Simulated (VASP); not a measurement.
# SnO (P1) in VASP: single point with PBEsol

Aim: the single point of SnO with PBEsol.

Everything below comes from runs of VASP 6.6.1. Logs are shortened: lines on timing, memory, paths and dates and some standing lists are left out, and cuts for length are marked.

**1. The cell of the first run**

The typed cell holds 12 atoms: a = 3.316 Å, b = 5.705 Å, c = 12.483 Å, α = 107.74°, β = 79.80°, γ = 90.00°.

**2. Single point, PBEsol**

Input file INCAR:

```
SYSTEM = SnO
ALGO = Fast
EDIFF = 1E-6
ENCUT = 520
GGA = PS
ISIF = 2
ISMEAR = 0
LASPH = .TRUE.
LCHARG = .FALSE.
LREAL = .FALSE.
LWAVE = .FALSE.
NBANDS = 72
NELM = 100
PREC = Accurate
SIGMA = 0.05
```

Input file KPOINTS:

```
k-points
0
G
  8 5 3
  0 0 0
```

Input file POSCAR:

```
SnO
1.0
   -3.3156086772      0.0000000000      0.0000000000
    0.0000000000     -5.7050005398      0.0000000000
   -2.2105163051      3.8035238599     11.6824937061
Sn O
6 6
Direct
   -0.5891570702      1.3553689486      0.8836914207
   -0.1446904035      0.9109022819      0.2170247540
   -0.3669237368      1.1331356152      0.5503580874
    0.0219595965      0.7118285251      0.7170247540
    0.4664262632      0.2673618584      0.0503580874
    0.2441929298      0.4895951918      0.3836914207
   -0.6330820387      0.7477254089      0.9495755793
   -0.1886153721      0.3032587423      0.2829089126
   -0.4108487054      0.5254920756      0.6162422460
   -0.0219653721      1.4073220019      0.7829089126
    0.4225012946      0.9628553352      0.1162422460
    0.2002679613      1.1850886685      0.4495755793
```

Potentials or basis: VASP PAW PBE potentials, release 64 (Sn_d, O).

Started as:

```
cat potpaw_PBE.64/Sn_d/POTCAR potpaw_PBE.64/O/POTCAR > POTCAR
mpirun -np 1 vasp_std > vasp.out
```

OUTCAR:

```text
SYSTEM = SnO
   EDIFF = 1E-6
   ENCUT = 520
   GGA = PS
   ISIF = 2
   ISMEAR = 0
   LASPH = .TRUE.
   LREAL = .FALSE.
   NELM = 100
   PREC = Accurate

 ion  position               nearest neighbor table
   1  0.411  0.355  0.884-   7 2.13  10 2.14  10 2.14   5 2.32   5 3.57   4 3.70   4 3.70
   2  0.855  0.911  0.217-   8 2.13  11 2.14  11 2.14   5 3.70   5 3.70   6 3.70   6 3.70
   3  0.633  0.133  0.550-   9 2.13  12 2.14  12 2.14   4 3.70   4 3.70   6 3.70   6 3.70
   4  0.022  0.712  0.717-  10 2.13   9 2.14   9 2.14   3 3.70   3 3.70   1 3.70   1 3.70
   5  0.466  0.267  0.050-  11 2.13   1 2.32   1 3.57   2 3.70   2 3.70
   6  0.244  0.490  0.384-  12 2.13   8 2.14   8 2.14   2 3.70   2 3.70   3 3.70   3 3.70
   7  0.367  0.748  0.950-   1 2.13
   8  0.811  0.303  0.283-   2 2.13   6 2.14   6 2.14
   9  0.589  0.525  0.616-   3 2.13   4 2.14   4 2.14
  10  0.978  0.407  0.783-   4 2.13   1 2.14   1 2.14
  11  0.423  0.963  0.116-   5 2.13   2 2.14   2 2.14
  12  0.200  0.185  0.450-   6 2.13   3 2.14   3 2.14

  LATTYP: Found a triclinic cell.
 ALAT       =    15.1034408200
 B/A-ratio  =     1.5946526767
 C/A-ratio  =     0.7867066507
 COS(alpha) =     0.0118144467
 COS(beta)  =     0.5841354892
 COS(gamma) =     0.8168887901

  Lattice vectors:

 A1 = (  -1.1050923721,  -9.5085243997, -11.6824937061)
 A2 = (  -5.5257934214,  -1.9020471800, -23.3649874122)
 A3 = (   3.3156086772, -11.4100010796,   0.0000000000)

Analysis of symmetry for initial positions (statically):
=====================================================================
 Subroutine PRICEL returns:
 Original cell was already a primitive cell.

 Routine SETGRP: Setting up the symmetry group for a
 triclinic supercell.

 Subroutine GETGRP returns: Found  1 space group operations
 (whereof  1 operations were pure point group operations)
 out of a pool of  2 trial point group operations.

The static configuration has the point symmetry C_1 .

Analysis of symmetry for dynamics (positions and initial velocities):
=====================================================================
 Subroutine PRICEL returns:
 Original cell was already a primitive cell.

 Routine SETGRP: Setting up the symmetry group for a
 triclinic supercell.

 Subroutine GETGRP returns: Found  1 space group operations
 (whereof  1 operations were pure point group operations)
 out of a pool of  2 trial point group operations.

[... 132 lines left out ...]
   NUPDOWN=      -1.0000    fix difference up-down
   EMIN   =  10.00;   EMAX   =-10.00  energy-range for DOS
   EFERMI =   0.00;   METHOD = LEGACY
   ISMEAR =     0;   SIGMA  =   0.05  broadening in eV -4-tet -1-fermi 0-gaus
   EFERMI_NEDOS =   21; number of points for ismear=-14 and -15
   IALGO  =     68    algorithm
   IMIX   =      4    mixing-type and parameters
     AMIX     =   0.40;   BMIX     =  1.00
     AMIX_MAG =   1.60;   BMIX_MAG =  1.00
  volume/ion in A,a.u.               =      18.42       124.27
  Fermi-wavevector in a.u.,A,eV,Ry     =   1.335623  2.523961 24.271264  1.783888
  Thomas-Fermi vector in A             =   2.464312
   LORBIT       =      0    0 simple, 1 ext, 2 COOP (PROOUT), +10 PAW based schemes
   GGA     = PS    functional components
   LHFCALC =     F    Hartree Fock is set to
   AEXX    =    0.0000 exact exchange contribution
   IVDW    =     0    specifies the selected vdW correction
   LEPSILON=     F    determine dielectric tensor
   LRPA    =     F    only Hartree local field effects (RPA)
 non-spin polarized calculation
 RMM-DIIS sequential band-by-band and
 Gauss-broadening in eV      SIGMA  =   0.05
  energy-cutoff  :      520.00
  volume of cell :      220.98
 maximum number of plane-waves:      6002
 NGX is ok and might be reduce to    28
   NGX = 13   NGY = 21   NGZ = 47

 number of electron     120.0000010 magnetization

 Free energy of the ion-electron system (eV)
  ---------------------------------------------------
  ext. energy  EPLUGINS =         0.00000000
  ---------------------------------------------------
  free energy    TOTEN  =       -65.82100211 eV

  energy without entropy =      -65.80695867  energy(sigma->0) =      -65.81398039

 E-fermi :   5.6570     XC(G=0): -10.2508

 val. band max:        5.6519757023   @ k =  -0.1250   0.2000   0.3333
 cond. band min:       5.6575461910   @ k =  -0.3750  -0.4000   0.3333
 fundamental gap:      0.0055704887
 Fermi energy:         5.6570031285

 k-point     1 :       0.0000    0.0000    0.0000
  band No.  band energies     occupation
      1     -16.8475      2.00000
      2     -16.3119      2.00000
      3     -16.2795      2.00000
      4     -16.0427      2.00000
      5     -15.9219      2.00000
      6     -15.8878      2.00000
[... 1789 lines left out ...]
     71      10.9379      0.00000
     72      11.1079      0.00000

 [... further k-points ...]

------------------------ aborting loop because EDIFF is reached ----------------------------------------

  FORCE on cell =-STRESS in cart. coord.  units (eV):
  Direction    XX          YY          ZZ          XY          YZ          ZX
  --------------------------------------------------------------------------------------
  -------------------------------------------------------------------------------------
  Total        1.1385398     -3.4045243     13.3375305     -1.4640825      6.3215468     -3.7964482
  in kB        8.2547570    -24.6838278     96.7011178    -10.6150398     45.8331202    -27.5253944
  external PRESSURE =      26.7573490 kB  Pullay stress =       0.0000000 kB

 VOLUME and BASIS-vectors are now :
 -----------------------------------------------------------------------------
  energy-cutoff  :      520.00
  volume of cell :      220.98
      direct lattice vectors                 reciprocal lattice vectors
    -3.315608677  0.000000000  0.000000000    -0.301603747  0.000000000 -0.057068295
     0.000000000 -5.705000540  0.000000000     0.000000000 -0.175284821  0.057068295
    -2.210516305  3.803523860 11.682493706     0.000000000  0.000000000  0.085598163

 POSITION                                       TOTAL-FORCE (eV/Angst)
 -----------------------------------------------------------------------------------
     -3.31561      1.33376     10.32372         1.666254     -5.891831     -6.373919
     -3.31561     -4.37124      2.53539        -0.032135     -0.023010     -0.243266
     -3.31561      1.33376      6.42955         0.000077      0.105225      0.099587
     -1.65780     -1.33376      8.37664        -0.023486     -0.220830      0.680683
     -1.65780     -1.33376      0.58831        -1.628064      4.109404      6.429924
     -1.65780     -1.33376      4.48247        -0.001210      0.007534     -0.002891
     -3.31561     -0.65404     11.09341         0.520658      1.624862     -1.715140
     -3.31561     -0.65404      3.30508        -0.017302      0.020247      0.222184
     -3.31561     -0.65404      7.19925        -0.023569      0.127057     -0.095494
     -4.97341      0.65404      9.14633        -0.082243      0.926742     -0.060852
     -1.65780     -5.05096      1.35800        -0.376705     -0.739394      1.157938
     -1.65780      0.65404      5.25216        -0.002276     -0.046007     -0.098753
 -----------------------------------------------------------------------------------
    total drift:                               -0.000479      0.000524     -0.001195

  FREE ENERGIE OF THE ION-ELECTRON SYSTEM (eV)
  ---------------------------------------------------
  free  energy   TOTEN  =       -65.8210021112 eV

  energy  without entropy=      -65.8069586667  energy(sigma->0) =      -65.81398039
```

OSZICAR:

```text
N       E                     dE             d eps       ncg     rms          rms(c)
[... 11 lines left out ...]
RMM:  12    -0.658221904518E+02    0.21627E-02   -0.51375E-02 12807   0.691E-01    0.469E-01
RMM:  13    -0.658216905190E+02    0.49993E-03   -0.12546E-02 13285   0.360E-01    0.282E-01
RMM:  14    -0.658211312077E+02    0.55931E-03   -0.28687E-03 12040   0.212E-01    0.103E-01
RMM:  15    -0.658210484090E+02    0.82799E-04   -0.71942E-04 13328   0.120E-01    0.648E-02
RMM:  16    -0.658210194744E+02    0.28935E-04   -0.27735E-04 12997   0.558E-02    0.428E-02
RMM:  17    -0.658210091936E+02    0.10281E-04   -0.96947E-05 11543   0.324E-02    0.342E-02
RMM:  18    -0.658210015141E+02    0.76795E-05   -0.24071E-05 10880   0.184E-02    0.482E-03
RMM:  19    -0.658210021112E+02   -0.59706E-06   -0.80741E-06 10107   0.967E-03
   1 F= -.65821002E+02 E0= -.65813980E+02  d E =-.140434E-01
```

stdout:

```text
POSCAR found type information on POSCAR SnO
 POSCAR found :  2 types and      12 ions
 scaLAPACK will be used
 -----------------------------------------------------------------------------
|                                                                             |
|                                                                             |
|     You enforced a specific xc type in the INCAR file but a different       |
|     I HOPE YOU KNOW WHAT YOU ARE DOING!                                     |
|                                                                             |
 -----------------------------------------------------------------------------

 LDA part: xc-table for (Slater+PW92), standard interpolation
 POSCAR, INCAR and KPOINTS ok, starting setup
 FFT: planning ... GRIDC
 FFT: planning ... GRID_SOFT
 FFT: planning ... GRID
 WAVECAR not read
 entering main loop
WARNING in EDDRMM: call to ZHEGV failed, returncode =   8  4     62
WARNING in EDDRMM: call to ZHEGV failed, returncode =   8  4     68
```

Run time: 24 min. Hardware: 1 thread of Oxide Virtual Turin-like, shared host; peak memory 0.74 GiB.

Results:

```
Free energy            : -65.8210 eV
Pressure               : 2.7 GPa
Largest force          : 8.838 eV/Å
Band gap on the k mesh : zero (bands 60 and 61 overlap by 0.06 eV)
```

Forces in eV/Å, atoms in the order of the input:
```
Sn   1.666 -5.892 -6.374
Sn  -0.032 -0.023 -0.243
Sn   0.000  0.105  0.100
Sn  -0.023 -0.221  0.681
Sn  -1.628  4.109  6.430
Sn  -0.001  0.008 -0.003
O    0.521  1.625 -1.715
O   -0.017  0.020  0.222
O   -0.024  0.127 -0.095
O   -0.082  0.927 -0.061
O   -0.377 -0.739  1.158
O   -0.002 -0.046 -0.099
```

Caveat: semilocal functionals underestimate gaps, so a narrow gap can read as zero; the PAW data sets were made with another functional, which shifts forces and pressure a little; spin-orbit coupling is left out, which moves the levels of the heavy elements.
